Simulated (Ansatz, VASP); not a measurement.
**Two plane-wave programs on Al**

```xyz
2
Lattice="2.7379 0.0000 0.0000 -1.3689 2.3711 0.0000 0.0000 0.0000 4.5719" Properties=species:S:1:pos:R:3 pbc="T T T"
Al    1.3689    0.7904    3.4289
Al    0.0000    1.5807    1.1430
```

Change from the starting cell: strain -0.025 along x and y, -0.025 along z, atoms carried along.

Alike in both runs: task single point; functional r2SCAN; k mesh 24 × 24 × 14; occupations gaussian, width 0.15 eV; no spin polarisation.

|  | VASP | Ansatz |
| --- | --- | --- |
| version | VASP 6.6.1 | Ansatz 0.2.0 |
| potentials or method | VASP PAW PBE potentials, release 64 (Al), cutoff 520 eV | scalar-relativistic, plane waves, PAW |
| valence electrons in the cell | 6 | 6 |

```csv
,VASP,Ansatz,Ansatz less VASP
gap on the k mesh at the Fermi level (eV),none,none,-
pressure (GPa),7.6,8.0,+0.39
"traceless stress, the component that is largest in VASP (GPa)",-1.05,-1.05,0.000
```

VASP's potentials were made for PBE, not for r2SCAN. A gap of «none» marks a metal or a gap that the smearing closes.
